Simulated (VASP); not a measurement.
The system is SiO2.

```
CELL_PARAMETERS angstrom
4.98200 0.00000 0.00000
0.00000 4.98200 0.00000
0.00000 0.00000 6.96300
ATOMIC_POSITIONS crystal
Si 0.79897 0.20103 0.75000
Si 0.70103 0.70103 0.50000
Si 0.20103 0.79897 0.25000
Si 0.29897 0.29897 0.00000
O 0.10347 0.23989 0.82187
O 0.26011 0.60347 0.07187
O 0.89653 0.76011 0.32187
O 0.73989 0.39653 0.57187
O 0.60347 0.26011 0.92813
O 0.76011 0.89653 0.67813
O 0.39653 0.73989 0.42813
O 0.23989 0.10347 0.17813
```

| Item | Value |
| --- | --- |
| Program | VASP 6.6.1 |
| Task | relaxation of cell and atoms |
| Functional | BLYP |
| Dispersion | D3(BJ) |
| Potentials or basis | VASP PAW PBE potentials, release 64 (Si, O) |
| Cutoff | 600 eV |
| k mesh | 6 × 6 × 4 |
| Occupations | fermi-dirac, width 0.05 eV |
| Spin | no spin polarisation |

At the start: pressure 5.0 GPa; volume 14.40 Å³/atom.

**Question.** Where does the relaxation end?

**Answer.** Over 49 steps the energy falls by 17.7 meV/atom and the volume is 13.19 Å³/atom (-8.4 %); space group P4_12_12 (No. 92, to 0.1 Å) before and after.

Step by step:
```csv
step,energy change (eV),largest force (eV/Å),pressure (GPa),volume (Å³)
1,0.0000,0.4551,5.01,172.82
3,-0.0870,0.1872,-0.06,177.40
5,-0.0811,0.4267,-0.68,177.76
7,-0.0944,0.0934,-0.27,177.15
9,-0.1265,0.0645,-0.56,174.22
11,-0.1164,0.2283,-3.01,162.59
13,-0.1565,0.0768,-1.17,168.33
15,-0.1639,0.3793,0.21,164.34
17,-0.1715,0.2020,0.05,164.81
19,-0.1799,0.1286,1.26,161.58
21,-0.1955,0.1972,-0.25,159.38
23,-0.1987,0.1804,-0.16,158.69
25,-0.2067,0.0558,0.84,156.75
27,-0.2098,0.0476,-0.05,157.00
29,-0.2102,0.0439,-0.08,157.00
31,-0.2111,0.0139,0.27,156.76
33,-0.2113,0.0189,0.03,156.98
35,-0.2114,0.0177,0.00,157.04
37,-0.2117,0.0183,0.01,157.22
39,-0.2119,0.0200,0.08,158.05
41,-0.2119,0.0676,-0.07,157.95
43,-0.2122,0.0180,-0.08,157.98
45,-0.2123,0.0179,-0.20,158.25
47,-0.2125,0.0169,-0.04,158.33
49,-0.2126,0.0075,0.01,158.34
```

Final structure:
```
CELL_PARAMETERS angstrom
4.87644 0.00000 0.00000
0.00000 4.87644 0.00000
0.00000 0.00000 6.65854
ATOMIC_POSITIONS crystal
Si 0.81912 0.18088 0.75000
Si 0.68088 0.68088 0.50000
Si 0.18088 0.81912 0.25000
Si 0.31912 0.31912 0.00000
O 0.14085 0.23108 0.80304
O 0.26892 0.64085 0.05304
O 0.85915 0.76892 0.30304
O 0.73108 0.35915 0.55304
O 0.64085 0.26892 0.94696
O 0.76892 0.85915 0.69696
O 0.35915 0.73108 0.44696
O 0.23108 0.14085 0.19696
```

Caveat: the PAW data sets were made with another functional, which shifts forces and pressure a little.
